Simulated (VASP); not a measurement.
# Gd (Fm-3m) in VASP: notebook

Runs on Gd. Level: PBE. Tasks: single point.

Everything below comes from runs of VASP 6.6.1. Logs are shortened: lines on timing, memory, paths and dates and some standing lists are left out, and cuts for length are marked.

### Step 1. The cell of the first run

The structure is cubic, space group Fm-3m (No. 225). The conventional cell has a = 5.100 Å, b = 5.100 Å, c = 5.100 Å, α = 90.00°, β = 90.00°, γ = 90.00°. Within 4.7 Å of Gd (site symmetry m-3m) lie 12 Gd at 3.61 Å.

### Step 2. Single point, PBE, collinear spin, ferromagnetic start

File INCAR:

```
PREC     = Accurate       # precision mode
ENCUT    = 520            # plane-wave cutoff, eV
EDIFF    = 1E-6           # SCF threshold, eV
ISMEAR   = 0              # smearing method
SIGMA    = 0.05           # smearing width, eV
LREAL    = False          # projectors in reciprocal space
LASPH    = True           # aspherical terms in the spheres
NELM     = 150            # most SCF steps
ALGO     = Normal         # electronic algorithm
ISIF     = 2              # what is computed and relaxed
LWAVE    = False          # write WAVECAR
LCHARG   = False          # write CHGCAR
ISPIN    = 2              # spin polarisation
MAGMOM   = 7              # initial moments
LORBIT   = 11             # projections on sites
LMAXMIX  = 6              # l up to which the mixer works
GGA      = PE             # functional
NBANDS   = 19             # bands
```

File KPOINTS:

```
regular mesh
0
Gamma
  6 6 6
```

File POSCAR:

```
Gd
1.0
    0.0000000000      2.5500089709      2.5500089709
    2.5500089709      0.0000000000      2.5500089709
    2.5500089709      2.5500089709      0.0000000000
Gd
1
Direct
    0.0000000000      0.0000000000      0.0000000000
```

Potentials or basis: VASP PAW PBE potentials, release 64 (Gd).

Command:

```bash
cat potpaw_PBE.64/Gd/POTCAR > POTCAR
mpirun -np 1 vasp_std > vasp.out
```

OUTCAR:

```text
PREC = Accurate
   ENCUT = 520
   EDIFF = 1E-6
   ISMEAR = 0
   LREAL = False
   LASPH = True
   NELM = 150
   ISIF = 2
   ISPIN = 2
   LORBIT = 11
   GGA = PE

 ion  position               nearest neighbor table
   1  0.000  0.000  0.000-

  LATTYP: Found a face centered cubic cell.
 ALAT       =     5.1000179418

  Lattice vectors:

 A1 = (   0.0000000000,   2.5500089709,   2.5500089709)
 A2 = (   2.5500089709,   0.0000000000,   2.5500089709)
 A3 = (   2.5500089709,   2.5500089709,   0.0000000000)

Analysis of symmetry for initial positions (statically):
=====================================================================
 Subroutine PRICEL returns:
 Original cell was already a primitive cell.

 Routine SETGRP: Setting up the symmetry group for a
 face centered cubic supercell.

 Subroutine GETGRP returns: Found 48 space group operations
 (whereof 48 operations were pure point group operations)
 out of a pool of 48 trial point group operations.

The static configuration has the point symmetry O_h .

Analysis of symmetry for dynamics (positions and initial velocities):
=====================================================================
 Subroutine PRICEL returns:
 Original cell was already a primitive cell.

 Routine SETGRP: Setting up the symmetry group for a
 face centered cubic supercell.

 Subroutine GETGRP returns: Found 48 space group operations
 (whereof 48 operations were pure point group operations)
 out of a pool of 48 trial point group operations.

The dynamic configuration has the point symmetry O_h .

Analysis of structural, dynamic, and magnetic symmetry:
=====================================================================
 Subroutine PRICEL returns:
 Original cell was already a primitive cell.

 Routine SETGRP: Setting up the symmetry group for a
 face centered cubic supercell.

 Subroutine GETGRP returns: Found 48 space group operations
 (whereof 48 operations were pure point group operations)
 out of a pool of 48 trial point group operations.

The overall configuration has the point symmetry O_h .

 Subroutine INISYM returns: Found 48 space group operations
 (whereof 48 operations are pure point group operations),
 and found     1 'primitive' translations

----------------------------------------------------------------------------------------

                                     Primitive cell

  volume of cell :      33.1631

  direct lattice vectors                    reciprocal lattice vectors
     0.000000000  2.550008971  2.550008971    -0.196077742  0.196077742  0.196077742
     2.550008971  0.000000000  2.550008971     0.196077742 -0.196077742  0.196077742
     2.550008971  2.550008971  0.000000000     0.196077742  0.196077742 -0.196077742

  length of vectors
     3.606257271  3.606257271  3.606257271     0.339616611  0.339616611  0.339616611

  position of ions in fractional coordinates (direct lattice)
     0.000000000  0.000000000  0.000000000

  ion indices of the primitive-cell ions
   primitive index   ion index
                 1           1

----------------------------------------------------------------------------------------

 KPOINTS: regular mesh

Automatic generation of k-mesh.
 Grid dimensions read from file:
 generate k-points for:    6    6    6

 Generating k-lattice:

  Cartesian coordinates                     Fractional coordinates (reciprocal lattice)
    -0.032679624  0.032679624  0.032679624     0.166666667  0.000000000  0.000000000
     0.032679624 -0.032679624  0.032679624     0.000000000  0.166666667  0.000000000
     0.032679624  0.032679624 -0.032679624     0.000000000  0.000000000  0.166666667

  Length of vectors
     0.056602768  0.056602768  0.056602768

  Shift w.r.t. Gamma in fractional coordinates (k-lattice)
     0.000000000  0.000000000  0.000000000

 Subroutine IBZKPT returns following result:
 ===========================================

 Found     16 irreducible k-points:

 Following reciprocal coordinates:
            Coordinates               Weight
  0.000000  0.000000  0.000000      1.000000
  0.166667  0.000000  0.000000      8.000000
  0.333333  0.000000  0.000000      8.000000
  0.500000  0.000000  0.000000      4.000000
  0.166667  0.166667  0.000000      6.000000
  0.333333  0.166667  0.000000     24.000000
[... 8 lines left out ...]
 -0.333333  0.333333  0.166667     24.000000
 -0.333333  0.500000  0.166667     12.000000
   k-points           NKPTS =     16   k-points in BZ     NKDIM =     16   number of bands    NBANDS=     19
   number of dos      NEDOS =    301   number of ions     NIONS =      1
   total plane-waves  NPLWV =  21952
   dimension x,y,z NGX =    28 NGY =   28 NGZ =   28
   dimension x,y,z NGXF=    56 NGYF=   56 NGZF=   56
   ions per type =               1
   NGX,Y,Z   is equivalent  to a cutoff of  12.91, 12.91, 12.91 a.u.
   NGXF,Y,Z  is equivalent  to a cutoff of  25.82, 25.82, 25.82 a.u.
 SYSTEM =  unknown system
   PREC   = accura    normal or accurate (medium, high low for compatibility)
   ISTART =      0    job   : 0-new  1-cont  2-samecut
   ICHARG =      2    charge: 1-file 2-atom 10-const
   ISPIN  =      2    spin polarized calculation?
   LNONCOLLINEAR =      F non collinear calculations
   LSORBIT =      F    spin-orbit coupling
   LASPH  =      T    aspherical Exc in radial PAW
   ENCUT  =  520.0 eV  38.22 Ry    6.18 a.u.   6.71  6.71  6.71*2*pi/ulx,y,z
   NELM   =    150;   NELMIN=  2; NELMDL= -5     # of ELM steps
   EDIFF  = 0.1E-05   stopping-criterion for ELM
   LREAL  =      F    real-space projection
   EDIFFG = 0.1E-04   stopping-criterion for IOM
   NSW    =      0    number of steps for IOM
   IBRION =     -1    ionic relax: 0-MD 1-quasi-New 2-CG
   NFREE  =      0    steps in history (QN), initial steepest desc. (CG)
   ISIF   =      2    stress and relaxation
   ISYM   =      2    0-nonsym 1-usesym 2-fastsym
   POTIM  = 0.5000    time-step for ionic-motion
   TEBEG  =    0.0;   TEEND  =   0.0 temperature during run
   PSTRESS=    0.0 pullay stress
   NELECT =      18.0000    total number of electrons
   NUPDOWN=      -1.0000    fix difference up-down
   EMIN   =  10.00;   EMAX   =-10.00  energy-range for DOS
   EFERMI =   0.00;   METHOD = LEGACY
   ISMEAR =     0;   SIGMA  =   0.05  broadening in eV -4-tet -1-fermi 0-gaus
   EFERMI_NEDOS =   21; number of points for ismear=-14 and -15
   IALGO  =     38    algorithm
   IMIX   =      4    mixing-type and parameters
     AMIX     =   0.40;   BMIX     =  1.00
     AMIX_MAG =   1.60;   BMIX_MAG =  1.00
  volume/ion in A,a.u.               =      33.16       223.80
  Fermi-wavevector in a.u.,A,eV,Ry     =   1.335408  2.523555 24.263466  1.783314
  Thomas-Fermi vector in A             =   2.464114
   LORBIT       =     11    0 simple, 1 ext, 2 COOP (PROOUT), +10 PAW based schemes
   GGA     = PE    functional components
   LHFCALC =     F    Hartree Fock is set to
   AEXX    =    0.0000 exact exchange contribution
   IVDW    =     0    specifies the selected vdW correction
   LEPSILON=     F    determine dielectric tensor
   LRPA    =     F    only Hartree local field effects (RPA)
 spin polarized calculation
 Gauss-broadening in eV      SIGMA  =   0.05
  energy-cutoff  :      520.00
  volume of cell :       33.16
 maximum number of plane-waves:       911
   NGX = 13   NGY = 13   NGZ = 13

 number of electron      17.9999992 magnetization       7.4070148

 Free energy of the ion-electron system (eV)
  ---------------------------------------------------
  ext. energy  EPLUGINS =         0.00000000
  ---------------------------------------------------
  free energy    TOTEN  =       -11.66179188 eV

  energy without entropy =      -11.66056724  energy(sigma->0) =      -11.66117956

 E-fermi :   3.0087     XC(G=0):  -9.9733

 val. band max:        3.0012625889   @ k =  -0.3333   0.5000   0.1667
 cond. band min:       3.1047662349   @ k =   0.5000   0.3333   0.1667
 fundamental gap:      0.1035036460
 Fermi energy:         3.0087421172

 spin component 1

 k-point     1 :       0.0000    0.0000    0.0000
  band No.  band energies     occupation
      1     -42.2960      1.00000
      2     -19.3174      1.00000
      3     -19.3174      1.00000
      4     -19.3174      1.00000
      5      -2.0437      1.00000
      6      -1.9554      1.00000
[... 11 lines left out ...]
     18      12.0183      0.00000
     19      15.4058      0.00000

 k-point     2 :       0.1667    0.0000    0.0000
  band No.  band energies     occupation
      1     -42.2808      1.00000
      2     -19.4981      1.00000
      3     -19.3405      1.00000
      4     -19.3405      1.00000
      5      -1.9363      1.00000
      6      -1.8784      1.00000
[... 300 lines left out ...]
 k-point    16 :      -0.3333    0.5000    0.1667
  band No.  band energies     occupation
      1     -42.2147      1.00000
      2     -19.8652      1.00000
      3     -19.6668      1.00000
      4     -19.5716      1.00000
      5      -1.8799      1.00000
      6      -1.8761      1.00000
[... 11 lines left out ...]
     18      10.6323      0.00000
     19      11.1133      0.00000
 Fermi energy:         3.0087421172

 spin component 2

 k-point     1 :       0.0000    0.0000    0.0000
  band No.  band energies     occupation
      1     -39.1017      1.00000
      2     -16.9799      1.00000
      3     -16.9799      1.00000
      4     -16.9799      1.00000
      5      -1.3187      1.00000
      6       3.2722      0.00000
[... 11 lines left out ...]
     18      13.0094      0.00000
     19      16.0980      0.00000

 k-point     2 :       0.1667    0.0000    0.0000
  band No.  band energies     occupation
      1     -39.0823      1.00000
      2     -17.2049      1.00000
      3     -17.0076      1.00000
      4     -17.0076      1.00000
      5      -0.5770      1.00000
      6       3.2309      0.00000
[... 300 lines left out ...]
 k-point    16 :      -0.3333    0.5000    0.1667
  band No.  band energies     occupation
      1     -38.9979      1.00000
      2     -17.6493      1.00000
      3     -17.4064      1.00000
      4     -17.2905      1.00000
      5       2.1520      1.00000
      6       3.0013      0.58377
[... 11 lines left out ...]
     18      11.8970      0.00000
     19      12.1505      0.00000

------------------------ aborting loop because EDIFF is reached ----------------------------------------

  FORCE on cell =-STRESS in cart. coord.  units (eV):
  Direction    XX          YY          ZZ          XY          YZ          ZX
  --------------------------------------------------------------------------------------
  -------------------------------------------------------------------------------------
  Total       -0.0617398     -0.0617398     -0.0617398      0.0000000      0.0000000      0.0000000
  in kB       -2.9827773     -2.9827773     -2.9827773      0.0000000      0.0000000      0.0000000
  external PRESSURE =      -2.9827773 kB  Pullay stress =       0.0000000 kB

 VOLUME and BASIS-vectors are now :
 -----------------------------------------------------------------------------
  energy-cutoff  :      520.00
  volume of cell :       33.16
      direct lattice vectors                 reciprocal lattice vectors
     0.000000000  2.550008971  2.550008971    -0.196077742  0.196077742  0.196077742
     2.550008971  0.000000000  2.550008971     0.196077742 -0.196077742  0.196077742
     2.550008971  2.550008971  0.000000000     0.196077742  0.196077742 -0.196077742

 POSITION                                       TOTAL-FORCE (eV/Angst)
 -----------------------------------------------------------------------------------
      0.00000      0.00000      0.00000         0.000000     -0.000000      0.000000
 -----------------------------------------------------------------------------------
    total drift:                               -0.000000     -0.000000     -0.000000

  FREE ENERGIE OF THE ION-ELECTRON SYSTEM (eV)
  ---------------------------------------------------
  free  energy   TOTEN  =       -11.6617918803 eV

  energy  without entropy=      -11.6605672363  energy(sigma->0) =      -11.66117956

 total charge

# of ion       s       p       d       f       tot
--------------------------------------------------
    1        2.074   5.559   0.580   6.986  15.200

 magnetization (x)

# of ion       s       p       d       f       tot
--------------------------------------------------
    1        0.002  -0.061   0.160   6.816   6.916
```

It took 48 s on 1 thread of AMD EPYC 7R13 (Zen 3), shared host; peak memory 0.16 GiB.

Results:

```yaml
Free_energy: -11.6618 eV
Pressure: -0.3 GPa
Net_moment: 7.41 μB per cell
Site_moments: Gd +6.92 μB
Valence_electrons_inside_the_program's_atomic_spheres: Gd 15.20
```

Caveat: spin-orbit coupling is left out, which moves the levels of the heavy elements. The state reached can hang on the start; a lower one may exist.

[end of part 1 of 2]
